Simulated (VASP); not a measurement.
# AlSn4 (Pm-3m) in VASP: further runs

AlSn4 is run at these levels: PBE; tasks: single point, relaxation of cell and atoms.

All numbers are computed with VASP 6.6.1; they aren't measurements. Logs are shortened: lines on timing, memory, paths and dates and some standing lists are left out, and cuts for length are marked.

## Step 1: The cell of the first run

The structure is cubic, space group Pm-3m (No. 221). The conventional cell has a = 4.849 Å, b = 4.849 Å, c = 4.849 Å, α = 90.00°, β = 90.00°, γ = 90.00°. Within 3.2 Å of Al (site symmetry m-3m) lie 6 Sn at 2.42 Å. Within 3.2 Å of Sn (site symmetry 4/mmm) lie 2 Al at 2.42 Å. Within 4.5 Å of Sn (site symmetry m-3m) lie 12 Sn at 3.43 Å and 8 Al at 4.20 Å.

The cell was generated, and may not be a known phase.

## Step 2: Single point, PBE

Input file INCAR:

```
PREC     = Accurate       # precision mode
ENCUT    = 520            # plane-wave cutoff, eV
EDIFF    = 1E-7           # SCF threshold, eV
ISMEAR   = 0              # smearing method
SIGMA    = 0.1            # smearing width, eV
LREAL    = F              # projectors in reciprocal space
LASPH    = T              # aspherical terms in the spheres
NELM     = 60             # most SCF steps
ALGO     = Fast           # electronic algorithm
ISIF     = 2              # what is computed and relaxed
LWAVE    = F              # write WAVECAR
LCHARG   = F              # write CHGCAR
GGA      = PE             # functional
NBANDS   = 38             # bands
```

Input file KPOINTS:

```
Automatic mesh
0
Gamma
  4 4 4
```

Input file POSCAR:

```
AlSn4
1.0
    4.8494660200      0.0000000000      0.0000000000
    0.0000000000      4.8494660200      0.0000000000
    0.0000000000      0.0000000000      4.8494660200
Al Sn
1 4
Direct
    0.5000000000      0.5000000000      0.5000000000
    0.0000000000      0.5000000000      0.5000000000
    0.5000000000      0.5000000000      0.0000000000
    0.5000000000      0.0000000000      0.5000000000
    0.0000000000      0.0000000000      0.0000000000
```

Potentials or basis: VASP PAW PBE potentials, release 64 (Al, Sn_d).

Run with:

```console
cat potpaw_PBE.64/Al/POTCAR potpaw_PBE.64/Sn_d/POTCAR > POTCAR
mpirun -np 1 vasp_std > vasp.out
```

OUTCAR:

```text
PREC = Accurate
   ENCUT = 520
   EDIFF = 1E-7
   ISMEAR = 0
   LREAL = F
   LASPH = T
   NELM = 60
   ISIF = 2
   GGA = PE

 ion  position               nearest neighbor table
   1  0.500  0.500  0.500-   2 2.42   3 2.42   4 2.42   3 2.42   4 2.42   2 2.42
   2  0.000  0.500  0.500-   1 2.42   1 2.42   4 3.43   5 3.43   3 3.43   5 3.43   4 3.43   5 3.43
                             5 3.43   3 3.43   3 3.43   4 3.43   3 3.43   4 3.43
   3  0.500  0.500  0.000-   1 2.42   1 2.42   4 3.43   5 3.43   2 3.43   2 3.43   4 3.43   4 3.43
                             5 3.43   4 3.43   2 3.43   5 3.43   2 3.43   5 3.43
   4  0.500  0.000  0.500-   1 2.42   1 2.42   3 3.43   5 3.43   3 3.43   5 3.43   2 3.43   2 3.43
                             3 3.43   3 3.43   2 3.43   5 3.43   5 3.43   2 3.43
   5  0.000  0.000  0.000-   2 3.43   3 3.43   4 3.43   2 3.43   4 3.43   2 3.43   3 3.43   2 3.43
                             3 3.43   4 3.43   4 3.43   3 3.43

  LATTYP: Found a simple cubic cell.
 ALAT       =     4.8494660200

  Lattice vectors:

 A1 = (   4.8494660200,   0.0000000000,   0.0000000000)
 A2 = (   0.0000000000,   4.8494660200,   0.0000000000)
 A3 = (   0.0000000000,   0.0000000000,   4.8494660200)

Analysis of symmetry for initial positions (statically):
=====================================================================
 Subroutine PRICEL returns:
 Original cell was already a primitive cell.

 Routine SETGRP: Setting up the symmetry group for a
 simple cubic supercell.

 Subroutine GETGRP returns: Found 48 space group operations
 (whereof 48 operations were pure point group operations)
 out of a pool of 48 trial point group operations.

The static configuration has the point symmetry O_h .

Analysis of symmetry for dynamics (positions and initial velocities):
=====================================================================
 Subroutine PRICEL returns:
 Original cell was already a primitive cell.

 Routine SETGRP: Setting up the symmetry group for a
 simple cubic supercell.

 Subroutine GETGRP returns: Found 48 space group operations
 (whereof 48 operations were pure point group operations)
 out of a pool of 48 trial point group operations.

The dynamic configuration has the point symmetry O_h .

 Subroutine INISYM returns: Found 48 space group operations
 (whereof 48 operations are pure point group operations),
 and found     1 'primitive' translations

----------------------------------------------------------------------------------------

                                     Primitive cell

  volume of cell :     114.0464

  direct lattice vectors                    reciprocal lattice vectors
     4.849466020  0.000000000  0.000000000     0.206208270  0.000000000  0.000000000
     0.000000000  4.849466020  0.000000000     0.000000000  0.206208270  0.000000000
     0.000000000  0.000000000  4.849466020     0.000000000  0.000000000  0.206208270

  length of vectors
     4.849466020  4.849466020  4.849466020     0.206208270  0.206208270  0.206208270

  position of ions in fractional coordinates (direct lattice)
     0.500000000  0.500000000  0.500000000
     0.000000000  0.500000000  0.500000000
     0.500000000  0.500000000  0.000000000
     0.500000000  0.000000000  0.500000000
     0.000000000  0.000000000  0.000000000

  ion indices of the primitive-cell ions
   primitive index   ion index
                 1           1
                 2           2
                 3           3
                 4           4
                 5           5

----------------------------------------------------------------------------------------

 KPOINTS: Automatic mesh

Automatic generation of k-mesh.
 Grid dimensions read from file:
 generate k-points for:    4    4    4

 Generating k-lattice:

  Cartesian coordinates                     Fractional coordinates (reciprocal lattice)
     0.051552068  0.000000000  0.000000000     0.250000000  0.000000000  0.000000000
     0.000000000  0.051552068  0.000000000     0.000000000  0.250000000  0.000000000
     0.000000000  0.000000000  0.051552068     0.000000000  0.000000000  0.250000000

  Length of vectors
     0.051552068  0.051552068  0.051552068

  Shift w.r.t. Gamma in fractional coordinates (k-lattice)
     0.000000000  0.000000000  0.000000000

 Subroutine IBZKPT returns following result:
 ===========================================

 Found     10 irreducible k-points:

 Following reciprocal coordinates:
            Coordinates               Weight
  0.000000  0.000000  0.000000      1.000000
  0.250000  0.000000  0.000000      6.000000
  0.500000  0.000000  0.000000      3.000000
  0.250000  0.250000  0.000000     12.000000
  0.500000  0.250000  0.000000     12.000000
  0.500000  0.500000  0.000000      3.000000
  0.250000  0.250000  0.250000      8.000000
  0.500000  0.250000  0.250000     12.000000
  0.500000  0.500000  0.250000      6.000000
  0.500000  0.500000  0.500000      1.000000
   k-points           NKPTS =     10   k-points in BZ     NKDIM =     10   number of bands    NBANDS=     38
   number of dos      NEDOS =    301   number of ions     NIONS =      5
   total plane-waves  NPLWV =  46656
   dimension x,y,z NGX =    36 NGY =   36 NGZ =   36
   dimension x,y,z NGXF=    72 NGYF=   72 NGZF=   72
   ions per type =               1   4
   NGX,Y,Z   is equivalent  to a cutoff of  12.34, 12.34, 12.34 a.u.
   NGXF,Y,Z  is equivalent  to a cutoff of  24.68, 24.68, 24.68 a.u.
 SYSTEM =  unknown system
   PREC   = accura    normal or accurate (medium, high low for compatibility)
   ISTART =      0    job   : 0-new  1-cont  2-samecut
   ICHARG =      2    charge: 1-file 2-atom 10-const
   ISPIN  =      1    spin polarized calculation?
   LNONCOLLINEAR =      F non collinear calculations
   LSORBIT =      F    spin-orbit coupling
   LASPH  =      T    aspherical Exc in radial PAW
   ENCUT  =  520.0 eV  38.22 Ry    6.18 a.u.   9.02  9.02  9.02*2*pi/ulx,y,z
   NELM   =     60;   NELMIN=  2; NELMDL= -5     # of ELM steps
   EDIFF  = 0.1E-06   stopping-criterion for ELM
   LREAL  =      F    real-space projection
   EDIFFG = 0.1E-05   stopping-criterion for IOM
   NSW    =      0    number of steps for IOM
   IBRION =     -1    ionic relax: 0-MD 1-quasi-New 2-CG
   NFREE  =      0    steps in history (QN), initial steepest desc. (CG)
   ISIF   =      2    stress and relaxation
   ISYM   =      2    0-nonsym 1-usesym 2-fastsym
   POTIM  = 0.5000    time-step for ionic-motion
   TEBEG  =    0.0;   TEEND  =   0.0 temperature during run
   PSTRESS=    0.0 pullay stress
   NELECT =      59.0000    total number of electrons
   NUPDOWN=      -1.0000    fix difference up-down
   EMIN   =  10.00;   EMAX   =-10.00  energy-range for DOS
   EFERMI =   0.00;   METHOD = LEGACY
   ISMEAR =     0;   SIGMA  =   0.10  broadening in eV -4-tet -1-fermi 0-gaus
   EFERMI_NEDOS =   21; number of points for ismear=-14 and -15
   IALGO  =     68    algorithm
   IMIX   =      4    mixing-type and parameters
     AMIX     =   0.40;   BMIX     =  1.00
     AMIX_MAG =   1.60;   BMIX_MAG =  1.00
  volume/ion in A,a.u.               =      22.81       153.92
  Fermi-wavevector in a.u.,A,eV,Ry     =   1.314210  2.483498 23.499290  1.727149
  Thomas-Fermi vector in A             =   2.444479
   LORBIT       =      0    0 simple, 1 ext, 2 COOP (PROOUT), +10 PAW based schemes
   GGA     = PE    functional components
   LHFCALC =     F    Hartree Fock is set to
   AEXX    =    0.0000 exact exchange contribution
   IVDW    =     0    specifies the selected vdW correction
   LEPSILON=     F    determine dielectric tensor
   LRPA    =     F    only Hartree local field effects (RPA)
 non-spin polarized calculation
 RMM-DIIS sequential band-by-band and
 Gauss-broadening in eV      SIGMA  =   0.10
  energy-cutoff  :      520.00
  volume of cell :      114.05
 maximum number of plane-waves:      3112
   NGX = 19   NGY = 19   NGZ = 19

 number of electron      59.0000045 magnetization

 Free energy of the ion-electron system (eV)
  ---------------------------------------------------
  ext. energy  EPLUGINS =         0.00000000
  ---------------------------------------------------
  free energy    TOTEN  =       -15.10986523 eV

  energy without entropy =      -15.09540625  energy(sigma->0) =      -15.10263574

 E-fermi :   9.0826     XC(G=0): -10.6694

 val. band max:        8.9128005537   @ k =   0.2500   0.2500   0.0000
 cond. band min:       9.0922687110   @ k =   0.5000   0.2500   0.0000
 fundamental gap:      0.1794681573
 Fermi energy:         9.0826407590

 k-point     1 :       0.0000    0.0000    0.0000
  band No.  band energies     occupation
      1     -12.7262      2.00000
      2     -12.5889      2.00000
      3     -12.5889      2.00000
      4     -12.5889      2.00000
      5     -12.5367      2.00000
      6     -12.5367      2.00000
[... 30 lines left out ...]
     37      13.4009      0.00000
     38      14.0203      0.00000

 k-point     2 :       0.2500    0.0000    0.0000
  band No.  band energies     occupation
      1     -12.6985      2.00000
      2     -12.5802      2.00000
      3     -12.5564      2.00000
      4     -12.5564      2.00000
      5     -12.5509      2.00000
      6     -12.5299      2.00000
[... 30 lines left out ...]
     37      13.9539      0.00000
     38      14.1012      0.00000

 k-point     3 :       0.5000    0.0000    0.0000
  band No.  band energies     occupation
      1     -12.6593      2.00000
      2     -12.5795      2.00000
      3     -12.5689      2.00000
      4     -12.5252      2.00000
      5     -12.5162      2.00000
      6     -12.5082      2.00000
[... 30 lines left out ...]
     37      14.0364      0.00000
[... 207 lines left out ...]
 k-point     9 :       0.5000    0.5000    0.2500
  band No.  band energies     occupation
      1     -12.6052      2.00000
      2     -12.6017      2.00000
      3     -12.6017      2.00000
      4     -12.5182      2.00000
      5     -12.5140      2.00000
      6     -12.5140      2.00000
[... 30 lines left out ...]
     37      15.3538      0.00000
     38      15.9040      0.00000

 k-point    10 :       0.5000    0.5000    0.5000
  band No.  band energies     occupation
      1     -12.6108      2.00000
      2     -12.6108      2.00000
      3     -12.6108      2.00000
      4     -12.5288      2.00000
      5     -12.5199      2.00000
      6     -12.5199      2.00000
[... 30 lines left out ...]
     37      15.1061      0.00000
     38      15.1061      0.00000

------------------------ aborting loop because EDIFF is reached ----------------------------------------

  FORCE on cell =-STRESS in cart. coord.  units (eV):
  Direction    XX          YY          ZZ          XY          YZ          ZX
  --------------------------------------------------------------------------------------
  -------------------------------------------------------------------------------------
  Total       14.9979434     14.9979434     14.9979434      0.0000000      0.0000000     -0.0000000
  in kB      210.6980567    210.6980567    210.6980567      0.0000000      0.0000000     -0.0000000
  external PRESSURE =     210.6980567 kB  Pullay stress =       0.0000000 kB

 VOLUME and BASIS-vectors are now :
 -----------------------------------------------------------------------------
  energy-cutoff  :      520.00
  volume of cell :      114.05
      direct lattice vectors                 reciprocal lattice vectors
     4.849466020  0.000000000  0.000000000     0.206208270  0.000000000  0.000000000
     0.000000000  4.849466020  0.000000000     0.000000000  0.206208270  0.000000000
     0.000000000  0.000000000  4.849466020     0.000000000  0.000000000  0.206208270

 POSITION                                       TOTAL-FORCE (eV/Angst)
 -----------------------------------------------------------------------------------
      2.42473      2.42473      2.42473         0.000000      0.000000      0.000000
      0.00000      2.42473      2.42473         0.000000      0.000000      0.000000
      2.42473      2.42473      0.00000         0.000000      0.000000      0.000000
      2.42473      0.00000      2.42473         0.000000      0.000000      0.000000
      0.00000      0.00000      0.00000         0.000000      0.000000      0.000000
 -----------------------------------------------------------------------------------
    total drift:                                0.000000      0.000000      0.000000

  FREE ENERGIE OF THE ION-ELECTRON SYSTEM (eV)
  ---------------------------------------------------
  free  energy   TOTEN  =       -15.1098652296 eV

  energy  without entropy=      -15.0954062464  energy(sigma->0) =      -15.10263574
```

Wall time 23 s (1 thread of Intel Xeon 6975P-C (Granite Rapids), shared host); peak memory 0.21 GiB.

Results:

```
Free energy            : -15.1099 eV
Pressure               : 21.1 GPa
Band gap on the k mesh : zero (an odd number of electrons rules out a gap without spin polarisation)
```

Levels at points of the mesh, in eV from the Fermi level:
| k point | band 25 | band 26 | band 27 | band 28 | band 29 | band 30 | band 31 | band 32 | band 33 | band 34 |
| --- | --- | --- | --- | --- | --- | --- | --- | --- | --- | --- |
| (0.00, 0.00, 0.00) | -4.94 | -4.94 | -4.94 | 0.17 | 0.17 | 0.17 | 1.68 | 1.68 | 1.68 | 2.30 |
| (0.50, 0.00, 0.00) | -3.95 | -3.95 | -2.60 | -2.00 | -2.00 | -0.33 | 1.82 | 2.25 | 2.25 | 2.48 |
| (0.50, 0.50, 0.00) | -3.33 | -3.12 | -1.19 | -1.11 | -1.11 | -0.58 | -0.58 | 0.05 | 2.58 | 3.95 |
| (0.50, 0.50, 0.50) | -6.70 | -4.72 | -4.72 | -4.72 | 2.70 | 2.70 | 4.68 | 4.68 | 4.68 | 5.32 |

Caveat: the cell stands under pressure; spin-orbit coupling is left out, which moves the levels of the heavy elements.

## Step 3: Single point, PBE

This run uses another cell than the first one, of 30.27 Å³/atom.

Input file INCAR:

```
SYSTEM = AlSn4
  ALGO = Normal
  EDIFF = 1E-6
  ENCUT = 520
  GGA = PE
  ISIF = 2
  ISMEAR = 0
  LASPH = .TRUE.
  LCHARG = .FALSE.
  LREAL = .FALSE.
  LWAVE = .FALSE.
  NBANDS = 38
  NELM = 60
  PREC = Accurate
  SIGMA = 0.1
```

Input file KPOINTS:

```
k-points
0
G
  4 4 4
  0 0 0
```

Edit POSCAR of step 2 so:

```diff
@@ -2,5 +2,5 @@
 1.0
-    4.8494660200      0.0000000000      0.0000000000
-    0.0000000000      4.8494660200      0.0000000000
-    0.0000000000      0.0000000000      4.8494660200
+    5.3294347003      0.0000000000      0.0000000000
+    0.0000000000      5.3294347003      0.0000000000
+    0.0000000000      0.0000000000      5.3294347003
 Al Sn
```

Potentials or basis: VASP PAW PBE potentials, release 64 (Al, Sn_d).

Run with:

```console
cat potpaw_PBE.64/Al/POTCAR potpaw_PBE.64/Sn_d/POTCAR > POTCAR
mpirun -np 1 vasp_std > vasp.out
```

Wall time 23 s (1 thread of Intel Xeon 6975P-C (Granite Rapids), shared host); peak memory 0.24 GiB.

The run converged. Its results:

```
Free energy            : -17.0167 eV
Pressure               : 0.0 GPa
Band gap on the k mesh : zero (an odd number of electrons rules out a gap without spin polarisation)
```

Levels at points of the mesh, in eV from the Fermi level:
| k point | band 26 | band 27 | band 28 | band 29 | band 30 | band 31 | band 32 | band 33 |
| --- | --- | --- | --- | --- | --- | --- | --- | --- |
| (0.00, 0.00, 0.00) | -3.70 | -3.70 | 0.21 | 0.21 | 0.21 | 0.43 | 1.51 | 1.51 |
| (0.50, 0.00, 0.00) | -3.02 | -2.53 | -1.25 | -1.25 | 0.15 | 1.05 | 1.34 | 1.84 |
| (0.50, 0.50, 0.00) | -2.46 | -1.12 | -0.93 | -0.93 | -0.11 | -0.11 | 0.28 | 2.04 |
| (0.50, 0.50, 0.50) | -3.32 | -3.32 | -3.32 | 2.12 | 2.12 | 3.66 | 3.66 | 3.66 |

Caveat: spin-orbit coupling is left out, which moves the levels of the heavy elements.

## Step 4: Relaxation of cell and atoms, PBE

Input file INCAR:

```
SYSTEM = AlSn4
PREC = Accurate ; ENCUT = 600
EDIFF = 1E-6 ; ISMEAR = 0
SIGMA = 0.1 ; LREAL = .False.
LASPH = .True. ; NELM = 80
ALGO = Normal ; ISIF = 3
LWAVE = .False. ; LCHARG = .False.
GGA = PE ; IBRION = 2
NSW = 90 ; EDIFFG = -0.04
```

Input file KPOINTS:

```
Automatic mesh
0
Gamma
  4 4 4
  0 0 0
```

Edit POSCAR of step 3 so:

```diff
@@ -2,5 +2,5 @@
 1.0
-    5.3294347003      0.0000000000      0.0000000000
-    0.0000000000      5.3294347003      0.0000000000
-    0.0000000000      0.0000000000      5.3294347003
+    4.8494660200      0.0000000000      0.0000000000
+    0.0000000000      4.8494660200      0.0000000000
+    0.0000000000      0.0000000000      4.8494660200
 Al Sn
```

Run with:

```console
cat potpaw_PBE.64/Al/POTCAR potpaw_PBE.64/Sn_d/POTCAR > POTCAR
mpirun -np 1 vasp_std > vasp.out
```

Run time: 61 s. Hardware: 1 thread of Intel Xeon 6975P-C (Granite Rapids), shared host; peak memory 0.26 GiB.

The run converged. Its results:

| Item | Value |
| --- | --- |
| Free energy | -17.0069 eV |
| Relaxed volume | 30.10 Å³/atom |
| Relaxed cell | a = 5.319 Å, b = 5.319 Å, c = 5.319 Å, α = 90.00°, β = 90.00°, γ = 90.00° |
| Space group after relaxing (to 0.1 Å) | Pm-3m (No. 221) |
| Energy gained by relaxing | 379.3 meV/atom |
| Ionic steps | 3 |
| Pressure after relaxing | 0.2 GPa |
| Band gap on the k mesh | zero (an odd number of electrons rules out a gap without spin polarisation) |

Step by step:
| step | energy change (eV) | largest force (eV/Å) | pressure (GPa) | volume (Å³) |
| --- | --- | --- | --- | --- |
| 1 | 0.0000 | 0.0000 | 21.13 | 114.05 |
| 2 | -1.6410 | 0.0000 | -3.57 | 171.25 |
| 3 | -1.8966 | 0.0000 | 0.18 | 150.50 |

Final structure:
```
Al Sn
1.0
     5.31920    0.00000    0.00000
     0.00000    5.31920    0.00000
     0.00000    0.00000    5.31920
Al Sn
1 4
Direct
  0.50000 0.50000 0.50000
  0.00000 0.50000 0.50000
  0.50000 0.50000 0.00000
  0.50000 0.00000 0.50000
  0.00000 0.00000 0.00000
```

Levels at points of the mesh, in eV from the Fermi level:
```
           k point  band 27  band 28  band 29  band 30  band 31  band 32
(0.00, 0.00, 0.00)    -3.72     0.21     0.21     0.21     0.47     1.52
(0.50, 0.00, 0.00)    -2.53    -1.26    -1.26     0.14     1.07     1.36
(0.50, 0.50, 0.00)    -1.12    -0.93    -0.93    -0.12    -0.12     0.28
(0.50, 0.50, 0.50)    -3.34    -3.34     2.14     2.14     3.68     3.68
```

Caveat: the volume moved by over 15 % at a fixed basis, so the end points are rough; spin-orbit coupling is left out, which moves the levels of the heavy elements.

## Step 5: The runs side by side

```csv
task,cell,cutoff (eV),gap on the mesh (eV),pressure (GPa)
single point,"a = 4.849 Å, 5 atoms",520,none,21.1
single point,"a = 5.329 Å, 5 atoms",520,none,0.0
relaxation of cell and atoms,"relaxed from a = 4.849 Å, 5 atoms",600,none,0.2
```

Alike in all rows: level PBE; potentials or basis VASP PAW PBE potentials, release 64 (Al, Sn_d); no spin polarisation; k mesh 4 × 4 × 4; smearing gaussian 0.1 eV.

Caveats: spin-orbit coupling is left out, which moves the levels of the heavy elements; the cell stands under pressure (at least some runs); the volume moved by over 15 % at a fixed basis, so the end points are rough (at least some runs).

Absolute energies hang on the potentials; compare differences alone.

The gap in the log of VASP goes by the Fermi energy; the results here count the filled bands.